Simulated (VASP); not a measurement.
Here is a VASP 6.6.1 calculation.

INCAR

```
ALGO = Normal ; EDIFF = 1E-6
ENCUT = 520 ; GGA = PE
ISIF = 2 ; ISMEAR = -1
LASPH = T ; LCHARG = T
LELF = T ; LREAL = F
LVHAR = T ; LWAVE = F
NBANDS = 12 ; NELM = 100
PREC = Accurate ; SIGMA = 0.06122561905347299
```

The input KPOINTS:

```
k-points
0
Gamma
  20 20 20
```

Contents of POSCAR:

```
In
1.0
   -1.9202311598      1.9202311598      1.9202311598
    1.9202311598     -1.9202311598      1.9202311598
    1.9202311598      1.9202311598     -1.9202311598
In
1
Direct
    0.0000000000      0.0000000000      0.0000000000
```

Potentials or basis: VASP PAW PBE potentials, release 64 (In_d).

Run with:

```bash
$ cat potpaw_PBE.64/In_d/POTCAR > POTCAR
$ mpirun -np 1 vasp_std > vasp.out
```

(1) What does it give for the pressure?

(2) Predict the band gap on the k mesh.

Results:

(1) -0.6 GPa.

(2) zero (an odd number of electrons rules out a gap without spin polarisation).

Caveat: spin-orbit coupling is left out, which moves the levels of the heavy elements.
